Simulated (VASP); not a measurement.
# Mg (P6_3/mmc) in VASP: further runs

Mg is run at these levels: r2SCAN; tasks: single point.

All numbers are computed with VASP 6.6.1; they aren't measurements. Logs are shortened: lines on timing, memory, paths and dates and some standing lists are left out, and cuts for length are marked.

## (1) The cell of the first run

Symmetry: P6_3/mmc, No. 194, hexagonal system. Conventional cell: a = 3.221 Å, b = 3.221 Å, c = 5.225 Å, α = 90.00°, β = 90.00°, γ = 120.00°. Within 4.2 Å of Mg (site symmetry -6m2) lie 12 Mg at 3.21 to 3.22 Å.

## (2) Single point, r2SCAN (23.47 Å³/atom)

POSCAR reads:

```
Mg
1.0
    3.2211018936      0.0000000000      0.0000000000
   -1.6105509468      2.7895560680      0.0000000000
    0.0000000000      0.0000000000      5.2247519934
Mg
2
Direct
    0.3333333333      0.6666666667      0.2500000000
    0.6666666667      0.3333333333      0.7500000000
```

INCAR.step1 reads:

```
PREC     = Accurate       # precision mode
ENCUT    = 520            # plane-wave cutoff, eV
ISMEAR   = -1             # smearing method
SIGMA    = 0.1            # smearing width, eV
LREAL    = False          # projectors in reciprocal space
LASPH    = True           # aspherical terms in the spheres
NELM     = 60             # most SCF steps
NBANDS   = 9              # bands
GGA      = PE             # functional
ALGO     = Normal         # electronic algorithm
EDIFF    = 1E-4           # SCF threshold, eV
LWAVE    = True           # write WAVECAR
LCHARG   = False          # write CHGCAR
```

INCAR.step2 reads:

```
PREC     = Accurate       # precision mode
ENCUT    = 520            # plane-wave cutoff, eV
EDIFF    = 1E-6           # SCF threshold, eV
ISMEAR   = -1             # smearing method
SIGMA    = 0.1            # smearing width, eV
LREAL    = False          # projectors in reciprocal space
LASPH    = True           # aspherical terms in the spheres
NELM     = 60             # most SCF steps
ALGO     = Normal         # electronic algorithm
ISIF     = 2              # what is computed and relaxed
LWAVE    = False          # write WAVECAR
LCHARG   = False          # write CHGCAR
METAGGA  = R2SCAN         # meta-GGA
LMIXTAU  = True         
NBANDS   = 9              # bands
ISTART   = 1
```

KPOINTS reads:

```
Automatic mesh
0
Gamma
  19 19 10
```

Potentials or basis: VASP PAW PBE potentials, release 64 (Mg).

Command:

```
$ cat potpaw_PBE.64/Mg/POTCAR > POTCAR
$ cp INCAR.step1 INCAR
$ mpirun -np 1 vasp_std > vasp.out
$ cp INCAR.step2 INCAR
$ mpirun -np 1 vasp_std > vasp.out
```

OUTCAR:

```text
PREC = Accurate
   ENCUT = 520
   EDIFF = 1E-6
   ISMEAR = -1
   LREAL = False
   LASPH = True
   NELM = 60
   ISIF = 2
   METAGGA = R2SCAN
   ISTART = 1

 ion  position               nearest neighbor table
   1  0.333  0.667  0.250-   2 3.21   2 3.21   2 3.21   2 3.21   2 3.21   2 3.21
   2  0.667  0.333  0.750-   1 3.21   1 3.21   1 3.21   1 3.21   1 3.21   1 3.21

  LATTYP: Found a hexagonal cell.
 ALAT       =     3.2211018936
 C/A-ratio  =     1.6220387203

  Lattice vectors:

 A1 = (   3.2211018936,   0.0000000000,   0.0000000000)
 A2 = (  -1.6105509468,   2.7895560680,   0.0000000000)
 A3 = (   0.0000000000,   0.0000000000,   5.2247519934)

Analysis of symmetry for initial positions (statically):
=====================================================================
 Subroutine PRICEL returns:
 Original cell was already a primitive cell.

 Routine SETGRP: Setting up the symmetry group for a
 hexagonal supercell.

 Subroutine GETGRP returns: Found 24 space group operations
 (whereof 12 operations were pure point group operations)
 out of a pool of 24 trial point group operations.

The static configuration has the point symmetry D_3d.
 The point group associated with its full space group is D_6h.

Analysis of symmetry for dynamics (positions and initial velocities):
=====================================================================
 Subroutine PRICEL returns:
 Original cell was already a primitive cell.

 Routine SETGRP: Setting up the symmetry group for a
 hexagonal supercell.

 Subroutine GETGRP returns: Found 24 space group operations
 (whereof 12 operations were pure point group operations)
 out of a pool of 24 trial point group operations.

The dynamic configuration has the point symmetry D_3d.
 The point group associated with its full space group is D_6h.

 Subroutine INISYM returns: Found 24 space group operations
 (whereof 12 operations are pure point group operations),
 and found     1 'primitive' translations

----------------------------------------------------------------------------------------

                                     Primitive cell

  volume of cell :      46.9467

  direct lattice vectors                    reciprocal lattice vectors
     3.221101894  0.000000000  0.000000000     0.310452768  0.179239989  0.000000000
    -1.610550947  2.789556068  0.000000000     0.000000000  0.358479979  0.000000000
     0.000000000  0.000000000  5.224751993     0.000000000  0.000000000  0.191396645

  length of vectors
     3.221101894  3.221101894  5.224751993     0.358479979  0.358479979  0.191396645

  position of ions in fractional coordinates (direct lattice)
     0.333333333  0.666666667  0.250000000
     0.666666667  0.333333333  0.750000000

  ion indices of the primitive-cell ions
   primitive index   ion index
                 1           1
                 2           2

----------------------------------------------------------------------------------------

 KPOINTS: Automatic mesh

Automatic generation of k-mesh.
 Grid dimensions read from file:
 generate k-points for:   19   19   10

 Generating k-lattice:

  Cartesian coordinates                     Fractional coordinates (reciprocal lattice)
     0.016339619  0.009433684  0.000000000     0.052631579  0.000000000  0.000000000
     0.000000000  0.018867367  0.000000000     0.000000000  0.052631579  0.000000000
     0.000000000  0.000000000  0.019139664     0.000000000  0.000000000  0.100000000

  Length of vectors
     0.018867367  0.018867367  0.019139664

  Shift w.r.t. Gamma in fractional coordinates (k-lattice)
     0.000000000  0.000000000  0.000000000

 Subroutine IBZKPT returns following result:
 ===========================================

 Found    240 irreducible k-points:

 Following reciprocal coordinates:
            Coordinates               Weight
  0.000000  0.000000  0.000000      1.000000
  0.052632  0.000000  0.000000      6.000000
  0.105263  0.000000  0.000000      6.000000
  0.157895 -0.000000  0.000000      6.000000
  0.210526  0.000000  0.000000      6.000000
  0.263158  0.000000  0.000000      6.000000
[... 16 lines left out ...]
  0.263158  0.105263  0.000000     12.000000
  0.315789  0.105263  0.000000     12.000000
 [... further k-points ...]
   k-points           NKPTS =    240   k-points in BZ     NKDIM =    240   number of bands    NBANDS=      9
   number of dos      NEDOS =    301   number of ions     NIONS =      2
   total plane-waves  NPLWV =  23040
   dimension x,y,z NGX =    24 NGY =   24 NGZ =   40
   dimension x,y,z NGXF=    48 NGYF=   48 NGZF=   80
   ions per type =               2
   NGX,Y,Z   is equivalent  to a cutoff of  12.39, 12.39, 12.73 a.u.
   NGXF,Y,Z  is equivalent  to a cutoff of  24.77, 24.77, 25.46 a.u.
 SYSTEM =  unknown system
   PREC   = accura    normal or accurate (medium, high low for compatibility)
   ISTART =      1    job   : 0-new  1-cont  2-samecut
   ICHARG =      0    charge: 1-file 2-atom 10-const
   ISPIN  =      1    spin polarized calculation?
   LNONCOLLINEAR =      F non collinear calculations
   LSORBIT =      F    spin-orbit coupling
   LASPH  =      T    aspherical Exc in radial PAW
   ENCUT  =  520.0 eV  38.22 Ry    6.18 a.u.   5.99  5.99  9.71*2*pi/ulx,y,z
   NELM   =     60;   NELMIN=  2; NELMDL=  0     # of ELM steps
   EDIFF  = 0.1E-05   stopping-criterion for ELM
   LREAL  =      F    real-space projection
   EDIFFG = 0.1E-04   stopping-criterion for IOM
   NSW    =      0    number of steps for IOM
   IBRION =     -1    ionic relax: 0-MD 1-quasi-New 2-CG
   NFREE  =      0    steps in history (QN), initial steepest desc. (CG)
   ISIF   =      2    stress and relaxation
   ISYM   =      2    0-nonsym 1-usesym 2-fastsym
   POTIM  = 0.5000    time-step for ionic-motion
   TEBEG  =    0.0;   TEEND  =   0.0 temperature during run
   PSTRESS=    0.0 pullay stress
   NELECT =       4.0000    total number of electrons
   NUPDOWN=      -1.0000    fix difference up-down
   EMIN   =  10.00;   EMAX   =-10.00  energy-range for DOS
   EFERMI =   0.00;   METHOD = LEGACY
   ISMEAR =    -1;   SIGMA  =   0.10  broadening in eV -4-tet -1-fermi 0-gaus
   EFERMI_NEDOS =   21; number of points for ismear=-14 and -15
   IALGO  =     38    algorithm
   IMIX   =      4    mixing-type and parameters
     AMIX     =   0.40;   BMIX     =  1.00
     AMIX_MAG =   1.60;   BMIX_MAG =  1.00
  volume/ion in A,a.u.               =      23.47       158.41
  Fermi-wavevector in a.u.,A,eV,Ry     =   0.720377  1.361315  7.060646  0.518943
  Thomas-Fermi vector in A             =   1.809813
   LORBIT       =      0    0 simple, 1 ext, 2 COOP (PROOUT), +10 PAW based schemes
   METAGGA = R2SCAN    functional components
   LHFCALC =     F    Hartree Fock is set to
   AEXX    =    0.0000 exact exchange contribution
   IVDW    =     0    specifies the selected vdW correction
   LEPSILON=     F    determine dielectric tensor
   LRPA    =     F    only Hartree local field effects (RPA)
 non-spin polarized calculation
  energy-cutoff  :      520.00
  volume of cell :       46.95
 maximum number of plane-waves:      1290
 NGX is ok and might be reduce to    24
   NGX = 11   NGY = 11   NGZ = 19

 number of electron       4.0000000 magnetization

 Free energy of the ion-electron system (eV)
  ---------------------------------------------------
  ext. energy  EPLUGINS =         0.00000000
  ---------------------------------------------------
  free energy    TOTEN  =        -8.29539772 eV

  energy without entropy =       -8.26812095  energy(sigma->0) =       -8.28175933

 E-fermi :   2.5349     XC(G=0):  -8.9680

 val. band max:        2.5327251710   @ k =   0.3158   0.2632   0.3000
 cond. band min:       2.5384089256   @ k =   0.3158   0.1053   0.1000
 fundamental gap:      0.0056837546
 Fermi energy:         2.5349359173

 k-point     1 :       0.0000    0.0000    0.0000
  band No.  band energies     occupation
      1      -4.7595      2.00000
      2       0.6683      2.00000
      3       1.3445      1.99999
      4      14.0935      0.00000
      5      14.0935      0.00000
      6      14.2027      0.00000
      7      14.2027      0.00000
      8      15.0106      0.00000
      9      16.7777      0.00000

 k-point     2 :       0.0526    0.0000    0.0000
  band No.  band energies     occupation
      1      -4.7023      2.00000
      2       0.7213      2.00000
      3       1.3992      1.99998
      4      12.6783      0.00000
      5      13.2830      0.00000
      6      14.0794      0.00000
      7      15.0917      0.00000
      8      15.6853      0.00000
      9      17.4054      0.00000

 k-point     3 :       0.1053    0.0000    0.0000
  band No.  band energies     occupation
      1      -4.5307      2.00000
      2       0.8804      2.00000
      3       1.5624      1.99988
      4      10.9738      0.00000
      5      12.5118      0.00000
      6      13.3416      0.00000
      7      15.9269      0.00000
      8      15.9515      0.00000
      9      16.0533      0.00000

 k-point     4 :       0.1579   -0.0000    0.0000
  band No.  band energies     occupation
      1      -4.2453      2.00000
      2       1.1458      2.00000
      3       1.8311      1.99825
      4       9.2993      0.00000
      5      11.8355      0.00000
      6      12.5122      0.00000
      7      14.2635      0.00000
      8      15.2337      0.00000
      9      16.6594      0.00000
[... 205 lines left out ...]
 k-point    22 :       0.2105    0.1053    0.0000
  band No.  band energies     occupation
      1      -3.1684      2.00000
      2       2.1550      1.95622
      3       2.7935      0.14018
      4       6.3486      0.00000
      5       8.3083      0.00000
      6      11.2542      0.00000
      7      12.0692      0.00000
      8      13.3800      0.00000
      9      14.2096      0.00000

 k-point    23 :       0.2632    0.1053    0.0000
  band No.  band energies     occupation
      1      -2.5502      2.00000
      2       2.7398      0.22838
      3       3.2223      0.00207
      4       5.0714      0.00000
      5       7.8379      0.00000
      6       9.8361      0.00000
      7      10.8939      0.00000
      8      12.9286      0.00000
      9      13.8739      0.00000

 k-point    24 :       0.3158    0.1053    0.0000
  band No.  band energies     occupation
      1      -1.8249      2.00000
      2       3.0505      0.01147
      3       3.4310      0.00026
      4       4.5711      0.00000
      5       7.4283      0.00000
      6       8.5106      0.00000
      7       9.8271      0.00000
      8      12.5954      0.00000
      9      13.6106      0.00000

 [... further k-points ...]

------------------------ aborting loop because EDIFF is reached ----------------------------------------

  FORCE on cell =-STRESS in cart. coord.  units (eV):
  Direction    XX          YY          ZZ          XY          YZ          ZX
  --------------------------------------------------------------------------------------
  -------------------------------------------------------------------------------------
  Total       -0.4744513     -0.4744513     -0.4984744      0.0000000     -0.0000000      0.0000000
  in kB      -16.1918679    -16.1918679    -17.0117191      0.0000000     -0.0000000      0.0000000
  external PRESSURE =     -16.4651516 kB  Pullay stress =       0.0000000 kB

 VOLUME and BASIS-vectors are now :
 -----------------------------------------------------------------------------
  energy-cutoff  :      520.00
  volume of cell :       46.95
      direct lattice vectors                 reciprocal lattice vectors
     3.221101894  0.000000000  0.000000000     0.310452768  0.179239989  0.000000000
    -1.610550947  2.789556068  0.000000000     0.000000000  0.358479979  0.000000000
     0.000000000  0.000000000  5.224751993     0.000000000  0.000000000  0.191396645

 POSITION                                       TOTAL-FORCE (eV/Angst)
 -----------------------------------------------------------------------------------
     -0.00000      1.85970      1.30619        -0.000000     -0.000000      0.000000
      1.61055      0.92985      3.91856         0.000000      0.000000     -0.000000
 -----------------------------------------------------------------------------------
    total drift:                                0.000000     -0.000000      0.000000

  FREE ENERGIE OF THE ION-ELECTRON SYSTEM (eV)
  ---------------------------------------------------
  free  energy   TOTEN  =        -8.2953977191 eV

  energy  without entropy=       -8.2681209500  energy(sigma->0) =       -8.28175933
```

Run time: 7 min. Hardware: 1 thread of AMD EPYC 7R13, shared host; peak memory 0.21 GiB.

Results:

| Property | Result |
| --- | --- |
| Free energy | -8.2954 eV |
| Pressure | -1.6 GPa |
| Band gap on the k mesh | zero (bands 2 and 3 overlap by 2.15 eV) |

Caveat: the PAW data sets were made with another functional, which shifts forces and pressure a little.

## (3) Single point, r2SCAN (24.38 Å³/atom)

This run uses another cell than the first one, of 24.38 Å³/atom.

POSCAR reads:

```
Mg
1.0
    3.2618796642      0.0000000000      0.0000000000
   -1.6309398321      2.8248706533      0.0000000000
    0.0000000000      0.0000000000      5.2908951163
Mg
2
Direct
    0.3333333333      0.6666666667      0.2500000000
    0.6666666667      0.3333333333      0.7500000000
```

INCAR.step1 reads:

```
ALGO = Normal
EDIFF = 1E-4
ENCUT = 520
GGA = PE
ISMEAR = -1
LASPH = T
LCHARG = F
LREAL = F
LWAVE = T
NBANDS = 9
NELM = 80
PREC = Accurate
SIGMA = 0.1
```

INCAR.step2 reads:

```
ALGO = Normal
EDIFF = 1E-7
ENCUT = 520
ISIF = 2
ISMEAR = -1
ISTART = 1
LASPH = T
LCHARG = F
LMIXTAU = T
LREAL = F
LWAVE = F
METAGGA = R2SCAN
NBANDS = 9
NELM = 80
PREC = Accurate
SIGMA = 0.1
```

KPOINTS reads:

```
k-points
0
Gamma
  19 19 10
```

Potentials or basis: VASP PAW PBE potentials, release 64 (Mg).

Command:

```
$ cat potpaw_PBE.64/Mg/POTCAR > POTCAR
$ cp INCAR.step1 INCAR
$ mpirun -np 1 vasp_std > vasp.out
$ cp INCAR.step2 INCAR
$ mpirun -np 1 vasp_std > vasp.out
```

OUTCAR:

```text
EDIFF = 1E-7
   ENCUT = 520
   ISIF = 2
   ISMEAR = -1
   ISTART = 1
   LASPH = T
   LREAL = F
   METAGGA = R2SCAN
   NELM = 80
   PREC = Accurate

 ion  position               nearest neighbor table
   1  0.333  0.667  0.250-   2 3.25   2 3.25   2 3.25   2 3.25   2 3.25   2 3.25
   2  0.667  0.333  0.750-   1 3.25   1 3.25   1 3.25   1 3.25   1 3.25   1 3.25

  LATTYP: Found a hexagonal cell.
 ALAT       =     3.2618796642
 C/A-ratio  =     1.6220387203

  Lattice vectors:

[... 476 lines left out ...]
------------------------ aborting loop because EDIFF is reached ----------------------------------------

  FORCE on cell =-STRESS in cart. coord.  units (eV):
  Direction    XX          YY          ZZ          XY          YZ          ZX
  --------------------------------------------------------------------------------------
  -------------------------------------------------------------------------------------
  Total       -0.8531128     -0.8531128     -0.8663198      0.0000000      0.0000000      0.0000000
  in kB      -28.0363436    -28.0363436    -28.4703751      0.0000000      0.0000000      0.0000000
  external PRESSURE =     -28.1810208 kB  Pullay stress =       0.0000000 kB

 VOLUME and BASIS-vectors are now :
 -----------------------------------------------------------------------------
  energy-cutoff  :      520.00
  volume of cell :       48.75
      direct lattice vectors                 reciprocal lattice vectors
     3.261879664  0.000000000  0.000000000     0.306571702  0.176999255  0.000000000
    -1.630939832  2.824870653  0.000000000     0.000000000  0.353998509  0.000000000
     0.000000000  0.000000000  5.290895116     0.000000000  0.000000000  0.189003936

 POSITION                                       TOTAL-FORCE (eV/Angst)
 -----------------------------------------------------------------------------------
     -0.00000      1.88325      1.32272         0.000000      0.000000      0.000000
      1.63094      0.94162      3.96817        -0.000000      0.000000      0.000000
 -----------------------------------------------------------------------------------
    total drift:                                0.000000     -0.000000      0.000000

  FREE ENERGIE OF THE ION-ELECTRON SYSTEM (eV)
  ---------------------------------------------------
  free  energy   TOTEN  =        -8.2700156964 eV

  energy  without entropy=       -8.2420358272  energy(sigma->0) =       -8.25602576
```

OSZICAR.step1:

```text
N       E                     dE             d eps       ncg     rms          rms(c)
DAV:   1    -0.284596677679E+00   -0.28460E+00   -0.13201E+03  4320   0.316E+02
DAV:   2    -0.297447244071E+01   -0.26899E+01   -0.25921E+01  5867   0.270E+01
DAV:   3    -0.301846884721E+01   -0.43996E-01   -0.43520E-01  5601   0.273E+00
DAV:   4    -0.301861716512E+01   -0.14832E-03   -0.14827E-03  5444   0.152E-01
DAV:   5    -0.301861776317E+01   -0.59804E-06   -0.59817E-06  5548   0.101E-02    0.966E-01
DAV:   6    -0.301285043603E+01    0.57673E-02   -0.79792E-04  4871   0.214E-01    0.620E-01
DAV:   7    -0.300527760164E+01    0.75728E-02   -0.31542E-03  4539   0.375E-01    0.354E-02
DAV:   8    -0.300529228335E+01   -0.14682E-04   -0.19792E-05  3781   0.268E-02
   1 F= -.30052923E+01 E0= -.29900715E+01  d E =-.304415E-01
```

Run time: 5.4 min. Hardware: 1 thread of AMD EPYC 7R13, shared host; peak memory 0.21 GiB.

What came out:

```
Free energy            : -8.2700 eV
Pressure               : -2.8 GPa
Band gap on the k mesh : zero (bands 2 and 3 overlap by 2.15 eV)
```

Levels at points of the mesh, in eV from the Fermi level:
| k point | band 1 | band 2 | band 3 | band 4 | band 5 | band 6 | band 7 |
| --- | --- | --- | --- | --- | --- | --- | --- |
| (0.00, 0.00, 0.00) | -7.13 | -1.81 | -1.19 | 11.34 | 11.34 | 11.37 | 11.37 |
| (0.00, 0.00, 0.50) | -5.70 | -5.70 | 5.22 | 5.22 | 12.09 | 12.09 | 12.09 |

Caveat: the PAW data sets were made with another functional, which shifts forces and pressure a little.

[end of part 1 of 2]
